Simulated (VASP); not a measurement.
# C4S (I-43m) in VASP: notebook

C4S is run at these levels: PBE; tasks: single point, relaxation of cell and atoms.

All numbers are computed with VASP 6.6.1; they aren't measurements. Logs are shortened: lines on timing, memory, paths and dates and some standing lists are left out, and cuts for length are marked.

## 1. The cell of the first run

The structure is cubic, space group I-43m (No. 217). The conventional cell has a = 4.483 Å, b = 4.483 Å, c = 4.483 Å, α = 90.00°, β = 90.00°, γ = 90.00°. Within 2.3 Å of C (site symmetry 3m) lie 2 S at 1.72 to 2.16 Å and 6 C at 2.27 Å. S (site symmetry -43m) has 8 C at 1.72 to 2.16 Å within 2.3 Å.

## 2. Single point, PBE

File INCAR:

```
SYSTEM = C4S
PREC = Accurate ; ENCUT = 520
EDIFF = 1E-7 ; ISMEAR = 0
SIGMA = 0.1 ; LREAL = .False.
LASPH = .True. ; NELM = 80
ALGO = Normal ; ISIF = 2
LWAVE = .False. ; LCHARG = .True.
GGA = PE ; LELF = .True.
LVHAR = .True. ; NBANDS = 19
```

File KPOINTS:

```
Automatic mesh
0
Gamma
  6 6 6
  0 0 0
```

File POSCAR:

```
C4S
1.0
   -2.2414619053      2.2414619053      2.2414619053
    2.2414619053     -2.2414619053      2.2414619053
    2.2414619053      2.2414619053     -2.2414619053
C S
4 1
Direct
    0.4431175153      0.4431175153      0.4431175153
    0.5568824847      0.0000000000      0.0000000000
    0.0000000000      0.0000000000      0.5568824847
    0.0000000000      0.5568824847      0.0000000000
    0.0000000000      0.0000000000      0.0000000000
```

Potentials or basis: VASP PAW PBE potentials, release 64 (C, S).

On the command line:

```bash
$ cat potpaw_PBE.64/C/POTCAR potpaw_PBE.64/S/POTCAR > POTCAR
$ mpirun -np 1 vasp_std > vasp.out
```

OUTCAR:

```text
SYSTEM = C4S
   PREC = Accurate
   ENCUT = 520
   EDIFF = 1E-7
   ISMEAR = 0
   LREAL = .False.
   LASPH = .True.
   NELM = 80
   ISIF = 2
   GGA = PE

 ion  position               nearest neighbor table
   1  0.443  0.443  0.443-   5 1.72   5 2.16
   2  0.557  0.000  0.000-   5 1.72   5 2.16
   3  0.000  0.000  0.557-   5 1.72   5 2.16
   4  0.000  0.557  0.000-   5 1.72   5 2.16
   5  0.000  0.000  0.000-   1 1.72   2 1.72   3 1.72   4 1.72   4 2.16   3 2.16   2 2.16   1 2.16

  LATTYP: Found a body centered cubic cell.
 ALAT       =     4.4829238106

  Lattice vectors:

 A1 = (  -2.2414619053,   2.2414619053,   2.2414619053)
 A2 = (   2.2414619053,  -2.2414619053,   2.2414619053)
 A3 = (   2.2414619053,   2.2414619053,  -2.2414619053)

Analysis of symmetry for initial positions (statically):
=====================================================================
 Subroutine PRICEL returns:
 Original cell was already a primitive cell.

 Routine SETGRP: Setting up the symmetry group for a
 body centered cubic supercell.

 Subroutine GETGRP returns: Found 24 space group operations
 (whereof 24 operations were pure point group operations)
 out of a pool of 48 trial point group operations.

The static configuration has the point symmetry T_d .

Analysis of symmetry for dynamics (positions and initial velocities):
=====================================================================
 Subroutine PRICEL returns:
 Original cell was already a primitive cell.

 Routine SETGRP: Setting up the symmetry group for a
 body centered cubic supercell.

 Subroutine GETGRP returns: Found 24 space group operations
 (whereof 24 operations were pure point group operations)
 out of a pool of 48 trial point group operations.

The dynamic configuration has the point symmetry T_d .

 Subroutine INISYM returns: Found 24 space group operations
 (whereof 24 operations are pure point group operations),
 and found     1 'primitive' translations

----------------------------------------------------------------------------------------

                                     Primitive cell

  volume of cell :      45.0458

  direct lattice vectors                    reciprocal lattice vectors
    -2.241461905  2.241461905  2.241461905     0.000000000  0.223068703  0.223068703
     2.241461905 -2.241461905  2.241461905     0.223068703  0.000000000  0.223068703
     2.241461905  2.241461905 -2.241461905     0.223068703  0.223068703  0.000000000

  length of vectors
     3.882325903  3.882325903  3.882325903     0.315466785  0.315466785  0.315466785

  position of ions in fractional coordinates (direct lattice)
     0.443117515  0.443117515  0.443117515
     0.556882485  0.000000000  0.000000000
     0.000000000  0.000000000  0.556882485
     0.000000000  0.556882485  0.000000000
     0.000000000  0.000000000  0.000000000

  ion indices of the primitive-cell ions
   primitive index   ion index
                 1           1
                 2           2
                 3           3
                 4           4
                 5           5

----------------------------------------------------------------------------------------

 KPOINTS: Automatic mesh

Automatic generation of k-mesh.
 Grid dimensions read from file:
 generate k-points for:    6    6    6

 Generating k-lattice:

  Cartesian coordinates                     Fractional coordinates (reciprocal lattice)
     0.000000000  0.037178117  0.037178117     0.166666667  0.000000000  0.000000000
     0.037178117  0.000000000  0.037178117     0.000000000  0.166666667  0.000000000
     0.037178117  0.037178117  0.000000000     0.000000000  0.000000000  0.166666667

  Length of vectors
     0.052577798  0.052577798  0.052577798

  Shift w.r.t. Gamma in fractional coordinates (k-lattice)
     0.000000000  0.000000000  0.000000000

 Subroutine IBZKPT returns following result:
 ===========================================

 Found     16 irreducible k-points:

 Following reciprocal coordinates:
            Coordinates               Weight
  0.000000  0.000000  0.000000      1.000000
  0.166667  0.000000  0.000000     12.000000
  0.333333  0.000000  0.000000     12.000000
  0.500000  0.000000  0.000000      6.000000
  0.166667  0.166667  0.000000     24.000000
  0.333333  0.166667 -0.000000     48.000000
[... 8 lines left out ...]
  0.500000  0.500000  0.333333     12.000000
  0.500000  0.500000  0.500000      1.000000
   k-points           NKPTS =     16   k-points in BZ     NKDIM =     16   number of bands    NBANDS=     19
   number of dos      NEDOS =    301   number of ions     NIONS =      5
   total plane-waves  NPLWV =  27000
   dimension x,y,z NGX =    30 NGY =   30 NGZ =   30
   dimension x,y,z NGXF=    60 NGYF=   60 NGZF=   60
   ions per type =               4   1
   NGX,Y,Z   is equivalent  to a cutoff of  12.85, 12.85, 12.85 a.u.
   NGXF,Y,Z  is equivalent  to a cutoff of  25.69, 25.69, 25.69 a.u.
 SYSTEM =  C4S
   PREC   = accura    normal or accurate (medium, high low for compatibility)
   ISTART =      0    job   : 0-new  1-cont  2-samecut
   ICHARG =      2    charge: 1-file 2-atom 10-const
   ISPIN  =      1    spin polarized calculation?
   LNONCOLLINEAR =      F non collinear calculations
   LSORBIT =      F    spin-orbit coupling
   LASPH  =      T    aspherical Exc in radial PAW
   ENCUT  =  520.0 eV  38.22 Ry    6.18 a.u.   7.22  7.22  7.22*2*pi/ulx,y,z
   NELM   =     80;   NELMIN=  2; NELMDL= -5     # of ELM steps
   EDIFF  = 0.1E-06   stopping-criterion for ELM
   LREAL  =      F    real-space projection
   EDIFFG = 0.1E-05   stopping-criterion for IOM
   NSW    =      0    number of steps for IOM
   IBRION =     -1    ionic relax: 0-MD 1-quasi-New 2-CG
   NFREE  =      0    steps in history (QN), initial steepest desc. (CG)
   ISIF   =      2    stress and relaxation
   ISYM   =      2    0-nonsym 1-usesym 2-fastsym
   POTIM  = 0.5000    time-step for ionic-motion
   TEBEG  =    0.0;   TEEND  =   0.0 temperature during run
   PSTRESS=    0.0 pullay stress
   NELECT =      22.0000    total number of electrons
   NUPDOWN=      -1.0000    fix difference up-down
   EMIN   =  10.00;   EMAX   =-10.00  energy-range for DOS
   EFERMI =   0.00;   METHOD = LEGACY
   ISMEAR =     0;   SIGMA  =   0.10  broadening in eV -4-tet -1-fermi 0-gaus
   EFERMI_NEDOS =   21; number of points for ismear=-14 and -15
   IALGO  =     38    algorithm
   IMIX   =      4    mixing-type and parameters
     AMIX     =   0.40;   BMIX     =  1.00
     AMIX_MAG =   1.60;   BMIX_MAG =  1.00
  volume/ion in A,a.u.               =       9.01        60.80
  Fermi-wavevector in a.u.,A,eV,Ry     =   1.289232  2.436295 22.614499  1.662119
  Thomas-Fermi vector in A             =   2.421137
   LORBIT       =      0    0 simple, 1 ext, 2 COOP (PROOUT), +10 PAW based schemes
   GGA     = PE    functional components
   LHFCALC =     F    Hartree Fock is set to
   AEXX    =    0.0000 exact exchange contribution
   IVDW    =     0    specifies the selected vdW correction
   LEPSILON=     F    determine dielectric tensor
   LRPA    =     F    only Hartree local field effects (RPA)
 non-spin polarized calculation
 Gauss-broadening in eV      SIGMA  =   0.10
  energy-cutoff  :      520.00
  volume of cell :       45.05
 maximum number of plane-waves:      1264
 NGX is ok and might be reduce to    30
   NGX = 15   NGY = 15   NGZ = 15

 number of electron      21.9999998 magnetization

 Free energy of the ion-electron system (eV)
  ---------------------------------------------------
  ext. energy  EPLUGINS =         0.00000000
  ---------------------------------------------------
  free energy    TOTEN  =       -23.37664594 eV

  energy without entropy =      -23.36844523  energy(sigma->0) =      -23.37254558

 E-fermi :   7.5142     XC(G=0): -11.7654

 val. band max:        7.4745648431   @ k =   0.5000   0.5000   0.5000
 cond. band min:       7.5868231324   @ k =   0.5000   0.5000   0.3333
 fundamental gap:      0.1122582893
 Fermi energy:         7.5142474620

 k-point     1 :       0.0000    0.0000    0.0000
  band No.  band energies     occupation
      1     -13.4089      2.00000
      2      -3.8943      2.00000
      3      -3.8943      2.00000
      4      -3.8943      2.00000
      5       0.1649      2.00000
      6       0.1649      2.00000
[... 11 lines left out ...]
     18      16.3790      0.00000
     19      16.3790      0.00000

 k-point     2 :       0.1667    0.0000    0.0000
  band No.  band energies     occupation
      1     -13.2036      2.00000
      2      -5.0300      2.00000
      3      -4.3237      2.00000
      4      -3.8754      2.00000
      5      -0.2609      2.00000
      6      -0.2320      2.00000
[... 11 lines left out ...]
     18      16.3336      0.00000
     19      16.7026      0.00000

 k-point     3 :       0.3333    0.0000    0.0000
  band No.  band energies     occupation
      1     -12.7065      2.00000
      2      -6.6996      2.00000
      3      -4.9176      2.00000
      4      -3.8480      2.00000
      5      -0.8335      2.00000
      6      -0.7436      2.00000
[... 11 lines left out ...]
     18      14.5416      0.00000
     19      17.1028      0.00000

 k-point     4 :       0.5000    0.0000    0.0000
  band No.  band energies     occupation
      1     -12.3874      2.00000
      2      -7.4599      2.00000
      3      -5.1484      2.00000
      4      -3.8401      2.00000
      5      -1.0474      2.00000
      6      -0.9756      2.00000
[... 11 lines left out ...]
     18      13.2419      0.00000
     19      17.1282      0.00000

 k-point     5 :       0.1667    0.1667    0.0000
  band No.  band energies     occupation
      1     -12.8470      2.00000
      2      -6.1420      2.00000
      3      -4.9168      2.00000
      4      -4.1562      2.00000
      5      -0.6773      2.00000
      6       0.5008      2.00000
[... 11 lines left out ...]
     18      16.0483      0.00000
     19      16.4673      0.00000

 k-point     6 :       0.3333    0.1667   -0.0000
  band No.  band energies     occupation
      1     -12.4009      2.00000
      2      -7.1080      2.00000
      3      -5.6165      2.00000
      4      -4.2586      2.00000
      5      -0.9538      2.00000
      6       0.4409      2.00000
[... 11 lines left out ...]
     18      13.7320      0.00000
     19      15.8376      0.00000

 k-point     7 :       0.3333    0.3333    0.0000
  band No.  band energies     occupation
      1     -12.2342      2.00000
      2      -6.7053      2.00000
      3      -6.7053      2.00000
      4      -4.4136      2.00000
      5      -0.9341      2.00000
      6       2.3894      2.00000
[... 11 lines left out ...]
     18      13.0367      0.00000
     19      13.4398      0.00000

 k-point     8 :       0.1667    0.1667    0.1667
  band No.  band energies     occupation
      1     -12.4891      2.00000
      2      -6.8070      2.00000
      3      -5.1846      2.00000
      4      -5.1846      2.00000
      5       0.4614      2.00000
      6       0.4614      2.00000
[... 80 lines left out ...]
 k-point    12 :       0.5000    0.5000    0.1667
  band No.  band energies     occupation
      1     -12.2306      2.00000
      2      -7.2635      2.00000
      3      -5.6299      2.00000
      4      -4.7405      2.00000
      5      -0.3397      2.00000
      6       0.5212      2.00000
[... 11 lines left out ...]
     18      13.2752      0.00000
     19      15.2165      0.00000

 k-point    13 :      -0.3333    0.5000    0.1667
  band No.  band energies     occupation
      1     -12.1513      2.00000
      2      -6.8929      2.00000
      3      -6.2822      2.00000
      4      -4.9231      2.00000
      5      -0.0800      2.00000
      6       1.5017      2.00000
[... 11 lines left out ...]
     18      13.7570      0.00000
     19      13.9270      0.00000

 k-point    14 :      -0.3333    0.3333    0.3333
  band No.  band energies     occupation
      1     -12.1201      2.00000
      2      -6.3437      2.00000
      3      -6.0310      2.00000
      4      -6.0310      2.00000
      5       0.9201      2.00000
      6       1.5523      2.00000
[... 11 lines left out ...]
     18      14.1843      0.00000
     19      14.1843      0.00000

 k-point    15 :       0.5000    0.5000    0.3333
  band No.  band energies     occupation
      1     -11.8692      2.00000
      2      -6.8038      2.00000
      3      -6.2768      2.00000
      4      -5.9885      2.00000
      5       0.7490      2.00000
      6       1.1172      2.00000
[... 11 lines left out ...]
     18      13.6965      0.00000
     19      13.9269      0.00000

 k-point    16 :       0.5000    0.5000    0.5000
  band No.  band energies     occupation
      1     -11.6545      2.00000
      2      -6.5249      2.00000
      3      -6.5249      2.00000
      4      -6.5249      2.00000
      5       0.2767      2.00000
      6       0.2767      2.00000
[... 11 lines left out ...]
     18      13.8862      0.00000
     19      13.8884      0.00000

------------------------ aborting loop because EDIFF is reached ----------------------------------------

  FORCE on cell =-STRESS in cart. coord.  units (eV):
  Direction    XX          YY          ZZ          XY          YZ          ZX
  --------------------------------------------------------------------------------------
  -------------------------------------------------------------------------------------
  Total       -0.2283784     -0.2283784     -0.2283784      0.0000000      0.0000000     -0.0000000
  in kB       -8.1229088     -8.1229088     -8.1229088      0.0000000      0.0000000     -0.0000000
  external PRESSURE =      -8.1229088 kB  Pullay stress =       0.0000000 kB

 VOLUME and BASIS-vectors are now :
 -----------------------------------------------------------------------------
  energy-cutoff  :      520.00
  volume of cell :       45.05
      direct lattice vectors                 reciprocal lattice vectors
    -2.241461905  2.241461905  2.241461905     0.000000000  0.223068703  0.223068703
     2.241461905 -2.241461905  2.241461905     0.223068703  0.000000000  0.223068703
     2.241461905  2.241461905 -2.241461905     0.223068703  0.223068703  0.000000000

 POSITION                                       TOTAL-FORCE (eV/Angst)
 -----------------------------------------------------------------------------------
      0.99323      0.99323      0.99323        -0.030262     -0.030262     -0.030262
     -1.24823      1.24823      1.24823        -0.030262      0.030262      0.030262
      1.24823      1.24823     -1.24823         0.030262      0.030262     -0.030262
      1.24823     -1.24823      1.24823         0.030262     -0.030262      0.030262
      0.00000      0.00000      0.00000         0.000000     -0.000000     -0.000000
 -----------------------------------------------------------------------------------
    total drift:                               -0.000003     -0.000003     -0.000004

  FREE ENERGIE OF THE ION-ELECTRON SYSTEM (eV)
  ---------------------------------------------------
  free  energy   TOTEN  =       -23.3766459389 eV

  energy  without entropy=      -23.3684452259  energy(sigma->0) =      -23.37254558
```

Run time: 16 s. Hardware: 1 thread of Intel Xeon Platinum 8259CL at 2.50GHz (Skylake/Cascade Lake), shared host; peak memory 0.16 GiB.

Results:

```yaml
Free_energy: -23.3766 eV
Pressure: -0.8 GPa
Largest_force: 0.052 eV/Å
Band_gap_on_the_k_mesh: zero (bands 11 and 12 overlap by 1.41 eV)
```

Forces in eV/Å, atoms in the order of the input:
```
C   -0.030 -0.030 -0.030
C   -0.030  0.030  0.030
C    0.030  0.030 -0.030
C    0.030 -0.030  0.030
S    0.000  0.000  0.000
```

## 3. Relaxation of cell and atoms, PBE

This run uses another cell than the first one, of 14.36 Å³/atom.

File INCAR:

```
ALGO = Normal ; EDIFF = 1E-7
EDIFFG = -0.04 ; ENCUT = 600
GGA = PE ; IBRION = 2
ISIF = 3 ; ISMEAR = 0
LASPH = True ; LCHARG = False
LREAL = False ; LWAVE = False
NELM = 60 ; NSW = 90
PREC = Accurate ; SIGMA = 0.1
```

File KPOINTS:

```
k-points
0
Gamma
  6 6 6
```

File POSCAR:

```
C4S
1.0
   -2.6183882000      2.6183882000      2.6183882000
    2.6183882000     -2.6183882000      2.6183882000
    2.6183882000      2.6183882000     -2.6183882000
C S
4 1
Direct
    0.4360554800      0.4360554800      0.4360554800
    0.5639445200      0.0000000000      0.0000000000
    0.0000000000      0.0000000000      0.5639445200
    0.0000000000      0.5639445200      0.0000000000
    0.0000000000      0.0000000000      0.0000000000
```

Potentials or basis: VASP PAW PBE potentials, release 64 (C, S).

On the command line:

```bash
$ cat potpaw_PBE.64/C/POTCAR potpaw_PBE.64/S/POTCAR > POTCAR
$ mpirun -np 1 vasp_std > vasp.out
```

Wall time 100 s (1 thread of Intel Xeon Platinum 8259CL at 2.50GHz (Skylake/Cascade Lake), shared host); peak memory 0.21 GiB.

It converged, with:

| Property | Result |
| --- | --- |
| Free energy | -23.4074 eV |
| Relaxed volume | 8.95 Å³/atom |
| Relaxed cell | a = 3.874 Å, b = 3.874 Å, c = 3.874 Å, α = 109.47°, β = 109.47°, γ = 109.47° |
| Space group after relaxing (to 0.1 Å) | I-43m (No. 217) |
| Energy gained by relaxing | 534.0 meV/atom |
| Ionic steps | 7 |
| Pressure after relaxing | 0.1 GPa |
| Largest force after relaxing | 0.012 eV/Å |
| Band gap on the k mesh | zero (bands 11 and 12 overlap by 1.44 eV) |

Forces on the atoms (eV/Å):
```
C   -0.007 -0.007 -0.007
C   -0.007  0.007  0.007
C    0.007  0.007 -0.007
C    0.007 -0.007  0.007
S    0.000  0.000  0.000
```

Step by step:
| step | energy change (eV) | largest force (eV/Å) | pressure (GPa) | volume (Å³) |
| --- | --- | --- | --- | --- |
| 1 | 0.0000 | 1.0754 | -20.36 | 71.81 |
| 2 | -2.1245 | 0.1334 | -13.35 | 54.46 |
| 3 | -2.3567 | 1.4009 | -1.75 | 49.00 |
| 4 | -2.3578 | 1.2143 | -3.51 | 49.60 |
| 5 | -2.6209 | 0.5109 | -2.95 | 46.51 |
| 6 | -2.6675 | 0.0952 | 0.81 | 44.41 |
| 7 | -2.6700 | 0.0118 | 0.09 | 44.77 |

Final structure:
```cif
data_structure
_symmetry_space_group_name_H-M 'P 1'
_symmetry_Int_Tables_number 1
_cell_length_a 3.8745
_cell_length_b 3.8745
_cell_length_c 3.8745
_cell_angle_alpha 109.471
_cell_angle_beta 109.471
_cell_angle_gamma 109.471
_cell_volume 44.77
loop_
_atom_site_label
_atom_site_type_symbol
_atom_site_fract_x
_atom_site_fract_y
_atom_site_fract_z
_atom_site_occupancy
C1 C 0.44300 0.44300 0.44300 1
C2 C 0.55700 0.00000 0.00000 1
C3 C 0.00000 0.00000 0.55700 1
C4 C 0.00000 0.55700 0.00000 1
S1 S 0.00000 0.00000 0.00000 1
```

Levels at points of the mesh, in eV from the Fermi level:
| k point | band 9 | band 10 | band 11 | band 12 | band 13 | band 14 |
| --- | --- | --- | --- | --- | --- | --- |
| (0.00, 0.00, 0.00) | -3.54 | -3.54 | -3.54 | 2.56 | 2.56 | 2.80 |
| (0.50, 0.00, 0.00) | -2.57 | -1.86 | -1.58 | 0.45 | 1.11 | 1.54 |
| (0.50, 0.50, 0.50) | -3.63 | -2.67 | -0.04 | -0.04 | -0.04 | 5.00 |

Caveat: the volume moved by over 15 % at a fixed basis, so the end points are rough; this functional lacks dispersion, which holds the molecules together, so the pressure and a relaxed volume are unreliable.
